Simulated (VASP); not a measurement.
# Si (R-3m) in VASP: notebook

The runs below take Si through single point, with LDA.

Everything below comes from runs of VASP 6.6.1. Logs are shortened: lines on timing, memory, paths and dates and some standing lists are left out, and cuts for length are marked.

### Step 1. The cell of the first run

The structure is trigonal, space group R-3m (No. 166). Conventional cell: a = 3.879 Å, b = 3.879 Å, c = 9.219 Å, α = 90.00°, β = 90.00°, γ = 120.00°. Si (site symmetry 3m) has 4 Si at 2.30 to 2.37 Å within 3.0 Å.

### Step 2. Single point, LDA (equal xy, yz and zx shear strains of -2 %)

INCAR reads:

```
SYSTEM = Si
PREC = Accurate
ENCUT = 520
EDIFF = 1E-6
ISMEAR = -1
SIGMA = 0.08
LREAL = .False.
LASPH = .True.
NELM = 100
ALGO = Normal
ISIF = 2
LWAVE = .False.
LCHARG = .False.
GGA = CA
NBANDS = 11
```

KPOINTS reads:

```
regular mesh
0
Gamma
  11 11 11
  0 0 0
```

POSCAR reads:

```
Si
1.0
   -0.0543094000      2.6883153000      2.6883153000
    2.6883153000     -0.0543094000      2.6883153000
    2.6883153000      2.6883153000     -0.0543094000
Si
2
Direct
    0.5000000000      0.5000000000      0.5000000000
    0.7500000000      0.7500000000      0.7500000000
```

Potentials or basis: VASP PAW LDA potentials, release 64 (Si).

Started as:

```sh
$ cat potpaw_LDA.64/Si/POTCAR > POTCAR
$ mpirun -np 1 vasp_std > vasp.out
```

OUTCAR:

```text
SYSTEM = Si
   PREC = Accurate
   ENCUT = 520
   EDIFF = 1E-6
   ISMEAR = -1
   LREAL = .False.
   LASPH = .True.
   NELM = 100
   ISIF = 2
   GGA = CA

 ion  position               nearest neighbor table
   1  0.500  0.500  0.500-   2 2.30   2 2.37   2 2.37   2 2.37
   2  0.750  0.750  0.750-   1 2.30   1 2.37   1 2.37   1 2.37

  LATTYP: Found a trigonal (rhomboedric) cell.
 ALAT       =     3.8022398419
 COS(alpha) =     0.4797000918

  Lattice vectors:

 A1 = (  -0.0543094000,   2.6883153000,   2.6883153000)
 A2 = (   2.6883153000,  -0.0543094000,   2.6883153000)
 A3 = (   2.6883153000,   2.6883153000,  -0.0543094000)

Analysis of symmetry for initial positions (statically):
=====================================================================
 Subroutine PRICEL returns:
 Original cell was already a primitive cell.

 Routine SETGRP: Setting up the symmetry group for a
 trigonal (rhombohedral) supercell.

 Subroutine GETGRP returns: Found 12 space group operations
 (whereof  6 operations were pure point group operations)
 out of a pool of 12 trial point group operations.

The static configuration has the point symmetry C_3v.
 The point group associated with its full space group is D_3d.

Analysis of symmetry for dynamics (positions and initial velocities):
=====================================================================
 Subroutine PRICEL returns:
 Original cell was already a primitive cell.

 Routine SETGRP: Setting up the symmetry group for a
 trigonal (rhombohedral) supercell.

 Subroutine GETGRP returns: Found 12 space group operations
 (whereof  6 operations were pure point group operations)
 out of a pool of 12 trial point group operations.

The dynamic configuration has the point symmetry C_3v.
 The point group associated with its full space group is D_3d.

 Subroutine INISYM returns: Found 12 space group operations
 (whereof  6 operations are pure point group operations),
 and found     1 'primitive' translations

----------------------------------------------------------------------------------------

                                     Primitive cell

  volume of cell :      40.0344

  direct lattice vectors                    reciprocal lattice vectors
    -0.054309400  2.688315300  2.688315300    -0.180446840  0.184167393  0.184167393
     2.688315300 -0.054309400  2.688315300     0.184167393 -0.180446840  0.184167393
     2.688315300  2.688315300 -0.054309400     0.184167393  0.184167393 -0.180446840

  length of vectors
[... 85 lines left out ...]
   NSW    =      0    number of steps for IOM
   IBRION =     -1    ionic relax: 0-MD 1-quasi-New 2-CG
   NFREE  =      0    steps in history (QN), initial steepest desc. (CG)
   ISIF   =      2    stress and relaxation
   ISYM   =      2    0-nonsym 1-usesym 2-fastsym
   POTIM  = 0.5000    time-step for ionic-motion
   TEBEG  =    0.0;   TEEND  =   0.0 temperature during run
   PSTRESS=    0.0 pullay stress
   NELECT =       8.0000    total number of electrons
   NUPDOWN=      -1.0000    fix difference up-down
   EMIN   =  10.00;   EMAX   =-10.00  energy-range for DOS
   EFERMI =   0.00;   METHOD = LEGACY
   ISMEAR =    -1;   SIGMA  =   0.08  broadening in eV -4-tet -1-fermi 0-gaus
   EFERMI_NEDOS =   21; number of points for ismear=-14 and -15
   IALGO  =     38    algorithm
   IMIX   =      4    mixing-type and parameters
     AMIX     =   0.40;   BMIX     =  1.00
     AMIX_MAG =   1.60;   BMIX_MAG =  1.00
  volume/ion in A,a.u.               =      20.02       135.08
  Fermi-wavevector in a.u.,A,eV,Ry     =   0.957106  1.808669 12.463653  0.916053
  Thomas-Fermi vector in A             =   2.086095
   LORBIT       =      0    0 simple, 1 ext, 2 COOP (PROOUT), +10 PAW based schemes
   GGA     = CA    functional components
   LHFCALC =     F    Hartree Fock is set to
   AEXX    =    0.0000 exact exchange contribution
   IVDW    =     0    specifies the selected vdW correction
   LEPSILON=     F    determine dielectric tensor
   LRPA    =     F    only Hartree local field effects (RPA)
 non-spin polarized calculation
  energy-cutoff  :      520.00
  volume of cell :       40.03
 maximum number of plane-waves:      1095
   NGX = 15   NGY = 15   NGZ = 15

 number of electron       8.0000000 magnetization

 Free energy of the ion-electron system (eV)
  ---------------------------------------------------
  ext. energy  EPLUGINS =         0.00000000
  ---------------------------------------------------
  free energy    TOTEN  =       -11.90127022 eV

  energy without entropy =      -11.90067383  energy(sigma->0) =      -11.90097202

 E-fermi :   5.9826     XC(G=0):  -9.6064

 val. band max:        5.8065660975   @ k =   0.0000   0.0000   0.0000
 cond. band min:       6.2281639323   @ k =   0.4545   0.4545   0.0000
 fundamental gap:      0.4215978348
 Fermi energy:         5.9825616683

 k-point     1 :       0.0000    0.0000    0.0000
  band No.  band energies     occupation
      1      -6.1902      2.00000
      2       5.7517      1.89424
      3       5.7517      1.89424
      4       5.8066      1.80049
      5       8.1414      0.00000
      6       8.1414      0.00000
      7       8.3980      0.00000
      8       9.1967      0.00000
      9      13.4651      0.00000
     10      13.5068      0.00000
     11      13.5068      0.00000
[... 309 lines left out ...]
 k-point    24 :      -0.1818    0.1818    0.0000
  band No.  band energies     occupation
      1      -5.0968      2.00000
      2       1.7066      2.00000
      3       3.0188      2.00000
      4       5.1154      1.99996
      5       8.7087      0.00000
      6       9.6444      0.00000
      7       9.7879      0.00000
      8      11.4802      0.00000
      9      11.9383      0.00000
     10      15.4803      0.00000
     11      16.1041      0.00000

 [... further k-points ...]
[... 5 lines left out ...]
  --------------------------------------------------------------------------------------
  -------------------------------------------------------------------------------------
  Total       -0.3287024     -0.3287024     -0.3287024      0.5274509      0.5274509      0.5274509
  in kB      -13.1546578    -13.1546578    -13.1546578     21.1085694     21.1085694     21.1085694
  external PRESSURE =     -13.1546578 kB  Pullay stress =       0.0000000 kB

 VOLUME and BASIS-vectors are now :
 -----------------------------------------------------------------------------
  energy-cutoff  :      520.00
  volume of cell :       40.03
      direct lattice vectors                 reciprocal lattice vectors
    -0.054309400  2.688315300  2.688315300    -0.180446840  0.184167393  0.184167393
     2.688315300 -0.054309400  2.688315300     0.184167393 -0.180446840  0.184167393
     2.688315300  2.688315300 -0.054309400     0.184167393  0.184167393 -0.180446840

 POSITION                                       TOTAL-FORCE (eV/Angst)
 -----------------------------------------------------------------------------------
      2.66116      2.66116      2.66116        -0.207056     -0.207056     -0.207056
      3.99174      3.99174      3.99174         0.207056      0.207056      0.207056
 -----------------------------------------------------------------------------------
    total drift:                                0.000000      0.000000     -0.000000

  FREE ENERGIE OF THE ION-ELECTRON SYSTEM (eV)
  ---------------------------------------------------
  free  energy   TOTEN  =       -11.9012702215 eV

  energy  without entropy=      -11.9006738253  energy(sigma->0) =      -11.90097202
```

stdout:

```text
POSCAR found type information on POSCAR Si
 POSCAR found :  1 types and       2 ions
 scaLAPACK will be used
 LDA part: xc-table for (Slater(with rela. corr.)+CA(PZ))
 , standard interpolation
 POSCAR, INCAR and KPOINTS ok, starting setup
 FFT: planning ... GRIDC
 FFT: planning ... GRID_SOFT
 FFT: planning ... GRID
 WAVECAR not read
 entering main loop
```

Wall time 60 s (1 thread of Intel Xeon Platinum 8259CL at 2.50GHz (Skylake/Cascade Lake), shared host); peak memory 0.17 GiB.

What came out:

| Property | Result |
| --- | --- |
| Free energy | -11.9013 eV |
| Pressure | -1.3 GPa |
| Largest force | 0.359 eV/Å |
| Band gap on the k mesh | 0.42 eV, indirect (least direct gap 2.33 eV) |

Forces on the atoms (eV/Å):
```
Si  -0.207 -0.207 -0.207
Si   0.207  0.207  0.207
```

Stress tensor (GPa, compression positive):
```
-1.32  2.11  2.11
 2.11 -1.32  2.11
 2.11  2.11 -1.32
```

Caveat: the cell differs from its parent crystal (equal xy, yz and zx shear strains of -2 %). A k mesh can miss the band edges.

### Step 3. Single point, LDA (equal xy, yz and zx shear strains of +1 %)

INCAR reads:

```
SYSTEM = Si
PREC = Accurate
ENCUT = 520
EDIFF = 1E-7
ISMEAR = -1
SIGMA = 0.08
LREAL = .False.
LASPH = .True.
NELM = 80
ALGO = Normal
ISIF = 2
LWAVE = .False.
LCHARG = .False.
NBANDS = 11
```

KPOINTS reads:

```
Automatic mesh
0
Gamma
  11 11 11
  0 0 0
```

POSCAR reads:

```
Si
1.0
    0.0271547000      2.7290473500      2.7290473500
    2.7290473500      0.0271547000      2.7290473500
    2.7290473500      2.7290473500      0.0271547000
Si
2
Direct
    0.5000000000      0.5000000000      0.5000000000
    0.7500000000      0.7500000000      0.7500000000
```

Potentials or basis: VASP PAW LDA potentials, release 64 (Si).

Started as:

```sh
$ cat potpaw_LDA.64/Si/POTCAR > POTCAR
$ mpirun -np 1 vasp_std > vasp.out
```

It took 82 s on 1 thread of Intel Xeon Platinum 8259CL at 2.50GHz (Skylake/Cascade Lake), shared host; peak memory 0.17 GiB.

The run converged. Its results:

| Item | Value |
| --- | --- |
| Free energy | -11.9132 eV |
| Pressure | -1.4 GPa |
| Largest force | 0.153 eV/Å |
| Band gap on the k mesh | 0.47 eV, indirect (least direct gap 2.33 eV) |

Forces on the atoms (eV/Å):
```
Si   0.088  0.088  0.088
Si  -0.088 -0.088 -0.088
```

Stress tensor (GPa, compression positive):
```
-1.43 -0.99 -0.99
-0.99 -1.43 -0.99
-0.99 -0.99 -1.43
```

Levels at points of the mesh, in eV from the valence-band top:
```tsv
k point	band 1	band 2	band 3	band 4	band 5	band 6	band 7	band 8	band 9
(0.00, 0.00, 0.00)	-11.97	-0.04	0.00	0.00	2.33	2.59	2.59	3.23	7.67
```

Caveat: the cell differs from its parent crystal (equal xy, yz and zx shear strains of +1 %). A k mesh can miss the band edges.

### Step 4. Single point, LDA (equal xy, yz and zx shear strains of +3 %)

INCAR reads:

```
SYSTEM = Si
  PREC = Accurate
  ENCUT = 520
  EDIFF = 1E-7
  ISMEAR = -1
  SIGMA = 0.08
  LREAL = .FALSE.
  LASPH = .TRUE.
  NELM = 80
  ALGO = Normal
  ISIF = 2
  LWAVE = .FALSE.
  LCHARG = .FALSE.
  NBANDS = 11
```

KPOINTS reads:

```
Automatic mesh
0
G
  11 11 11
  0 0 0
```

POSCAR reads:

```
Si
1.0
    0.0814641000      2.7562020500      2.7562020500
    2.7562020500      0.0814641000      2.7562020500
    2.7562020500      2.7562020500      0.0814641000
Si
2
Direct
    0.5000000000      0.5000000000      0.5000000000
    0.7500000000      0.7500000000      0.7500000000
```

Started as:

```sh
$ cat potpaw_LDA.64/Si/POTCAR > POTCAR
$ mpirun -np 1 vasp_std > vasp.out
```

It took 79 s on 1 thread of Intel Xeon Platinum 8259CL at 2.50GHz (Skylake/Cascade Lake), shared host; peak memory 0.17 GiB.

Results (log left out):

```yaml
Free_energy: -11.8847 eV
Pressure: -1.2 GPa
Largest_force: 0.415 eV/Å
Band_gap_on_the_k_mesh: 0.38 eV, indirect (least direct gap 1.84 eV)
```

Forces in eV/Å, atoms in the order of the input:
```
Si   0.239  0.239  0.239
Si  -0.239 -0.239 -0.239
```

Stress tensor (GPa, compression positive):
```
-1.16 -2.85 -2.85
-2.85 -1.16 -2.85
-2.85 -2.85 -1.16
```

Levels at points of the mesh, in eV from the valence-band top:
```csv
k point,band 2,band 3,band 4,band 5,band 6,band 7
"(0.00, 0.00, 0.00)",-0.14,0.00,0.00,1.84,2.71,2.71
```

Caveat: the cell differs from its parent crystal (equal xy, yz and zx shear strains of +3 %). A k mesh can miss the band edges.

### Step 5. Single point, LDA (equal xy, yz and zx shear strains of -3 %)

INCAR reads:

```
SYSTEM = Si
ALGO = Normal ; EDIFF = 1E-6
ENCUT = 520 ; GGA = CA
ISIF = 2 ; ISMEAR = -1
LASPH = .TRUE. ; LCHARG = .TRUE.
LELF = .TRUE. ; LREAL = .FALSE.
LVHAR = .TRUE. ; LWAVE = .FALSE.
NBANDS = 11 ; NELM = 100
PREC = Accurate ; SIGMA = 0.08
```

KPOINTS reads:

```
k-points
0
G
  11 11 11
  0 0 0
```

POSCAR reads:

```
Si
1.0
   -0.0814641000      2.6747379500      2.6747379500
    2.6747379500     -0.0814641000      2.6747379500
    2.6747379500      2.6747379500     -0.0814641000
Si
2
Direct
    0.5000000000      0.5000000000      0.5000000000
    0.7500000000      0.7500000000      0.7500000000
```

Potentials or basis: VASP PAW LDA potentials, release 64 (Si).

Started as:

```sh
$ cat potpaw_LDA.64/Si/POTCAR > POTCAR
$ mpirun -np 1 vasp_std > vasp.out
```

OUTCAR:

```text
SYSTEM = Si
   EDIFF = 1E-6
   ENCUT = 520
   GGA = CA
   ISIF = 2
   ISMEAR = -1
   LASPH = .TRUE.
   LREAL = .FALSE.
   NELM = 100
   PREC = Accurate

 ion  position               nearest neighbor table
   1  0.500  0.500  0.500-   2 2.28   2 2.38   2 2.38   2 2.38
   2  0.750  0.750  0.750-   1 2.28   1 2.38   1 2.38   1 2.38

  LATTYP: Found a trigonal (rhomboedric) cell.
 ALAT       =     3.7835277985
 COS(alpha) =     0.4693254694

  Lattice vectors:

 A1 = (  -0.0814641000,   2.6747379500,   2.6747379500)
 A2 = (   2.6747379500,  -0.0814641000,   2.6747379500)
 A3 = (   2.6747379500,   2.6747379500,  -0.0814641000)

Analysis of symmetry for initial positions (statically):
=====================================================================
 Subroutine PRICEL returns:
 Original cell was already a primitive cell.

 Routine SETGRP: Setting up the symmetry group for a
 trigonal (rhombohedral) supercell.

 Subroutine GETGRP returns: Found 12 space group operations
 (whereof  6 operations were pure point group operations)
 out of a pool of 12 trial point group operations.

The static configuration has the point symmetry C_3v.
[... 166 lines left out ...]
 fundamental gap:      0.3749245245
 Fermi energy:         5.9697788537

 k-point     1 :       0.0000    0.0000    0.0000
  band No.  band energies     occupation
      1      -6.1926      2.00000
      2       5.7488      1.88115
      3       5.7488      1.88115
      4       5.8202      1.73292
      5       8.0675      0.00000
      6       8.0675      0.00000
      7       8.3443      0.00000
      8       9.4302      0.00000
      9      13.4902      0.00000
     10      13.5208      0.00000
     11      13.5208      0.00000
[... 309 lines left out ...]
 k-point    24 :      -0.1818    0.1818    0.0000
  band No.  band energies     occupation
      1      -5.1143      2.00000
      2       1.7188      2.00000
      3       2.9979      2.00000
      4       5.1352      1.99994
      5       8.6844      0.00000
      6       9.7497      0.00000
      7       9.8163      0.00000
      8      11.5877      0.00000
      9      12.0022      0.00000
     10      15.3893      0.00000
     11      16.0606      0.00000

 [... further k-points ...]
[... 5 lines left out ...]
  --------------------------------------------------------------------------------------
  -------------------------------------------------------------------------------------
  Total       -0.2824680     -0.2824680     -0.2824680      0.8088368      0.8088368      0.8088368
  in kB      -11.3086544    -11.3086544    -11.3086544     32.3819217     32.3819217     32.3819217
  external PRESSURE =     -11.3086544 kB  Pullay stress =       0.0000000 kB

 VOLUME and BASIS-vectors are now :
 -----------------------------------------------------------------------------
  energy-cutoff  :      520.00
  volume of cell :       40.02
      direct lattice vectors                 reciprocal lattice vectors
    -0.081464100  2.674737950  2.674737950    -0.178603757  0.184214346  0.184214346
     2.674737950 -0.081464100  2.674737950     0.184214346 -0.178603757  0.184214346
     2.674737950  2.674737950 -0.081464100     0.184214346  0.184214346 -0.178603757

 POSITION                                       TOTAL-FORCE (eV/Angst)
 -----------------------------------------------------------------------------------
      2.63401      2.63401      2.63401        -0.327517     -0.327517     -0.327517
      3.95101      3.95101      3.95101         0.327517      0.327517      0.327517
 -----------------------------------------------------------------------------------
    total drift:                                0.000000      0.000000     -0.000000

  FREE ENERGIE OF THE ION-ELECTRON SYSTEM (eV)
  ---------------------------------------------------
  free  energy   TOTEN  =       -11.8811235165 eV

  energy  without entropy=      -11.8804209406  energy(sigma->0) =      -11.88077223
```

OSZICAR:

```text
N       E                     dE             d eps       ncg     rms          rms(c)
DAV:   1     0.752916068952E+01    0.75292E+01   -0.32867E+03  3212   0.589E+02
DAV:   2    -0.115551921514E+02   -0.19084E+02   -0.18348E+02  4331   0.877E+01
DAV:   3    -0.121452187888E+02   -0.59003E+00   -0.58760E+00  4079   0.136E+01
DAV:   4    -0.121502823400E+02   -0.50636E-02   -0.50629E-02  3865   0.156E+00
DAV:   5    -0.121503347978E+02   -0.52458E-04   -0.52457E-04  4094   0.150E-01    0.503E+00
DAV:   6    -0.119640914252E+02    0.18624E+00   -0.11001E-01  3641   0.135E+00    0.300E+00
DAV:   7    -0.118810102856E+02    0.83081E-01   -0.19356E-01  3749   0.184E+00    0.247E-01
DAV:   8    -0.118811588020E+02   -0.14852E-03   -0.10086E-02  3650   0.572E-01    0.124E-01
DAV:   9    -0.118811202132E+02    0.38589E-04   -0.41637E-04  3923   0.111E-01    0.694E-02
DAV:  10    -0.118811238595E+02   -0.36463E-05   -0.39759E-05  3747   0.345E-02    0.912E-03
DAV:  11    -0.118811235165E+02    0.34297E-06   -0.26107E-06  3805   0.864E-03
   1 F= -.11881124E+02 E0= -.11880772E+02  d E =-.702576E-03
```

It took 45 s on 1 thread of AMD EPYC 7R43 (Zen 3), shared host; peak memory 0.13 GiB.

What came out:

```
Free energy            : -11.8811 eV
Pressure               : -1.1 GPa
Largest force          : 0.567 eV/Å
Band gap on the k mesh : 0.37 eV, indirect (least direct gap 2.25 eV)
```

Forces on the atoms (eV/Å):
```
Si  -0.328 -0.328 -0.328
Si   0.328  0.328  0.328
```

Stress tensor (GPa, compression positive):
```
-1.13  3.24  3.24
 3.24 -1.13  3.24
 3.24  3.24 -1.13
```

Levels at points of the mesh, in eV from the valence-band top:
| k point | band 1 | band 2 | band 3 | band 4 | band 5 | band 6 | band 7 | band 8 | band 9 |
| --- | --- | --- | --- | --- | --- | --- | --- | --- | --- |
| (0.00, 0.00, 0.00) | -12.01 | -0.07 | -0.07 | 0.00 | 2.25 | 2.25 | 2.52 | 3.61 | 7.67 |

Caveat: the cell differs from its parent crystal (equal xy, yz and zx shear strains of -3 %). A k mesh can miss the band edges.

### Step 6. Summary

| cell | gap on the mesh (eV) | pressure (GPa) | largest force (eV/Å) |
| --- | --- | --- | --- |
| a = 3.802 Å, angles 61.3°, 2 atoms | 0.42 | -1.3 | 0.36 |
| a = 3.860 Å, angles 59.3°, 2 atoms | 0.47 | -1.4 | 0.15 |
| a = 3.899 Å, angles 58.0°, 2 atoms | 0.38 | -1.2 | 0.41 |
| a = 3.784 Å, angles 62.0°, 2 atoms | 0.37 | -1.1 | 0.57 |

Alike in all rows: task single point; level LDA; potentials or basis VASP PAW LDA potentials, release 64 (Si); no spin polarisation; k mesh 11 × 11 × 11; cutoff (eV) 520; smearing fermi-dirac 0.08 eV.

Absolute energies hang on the potentials; compare differences alone.
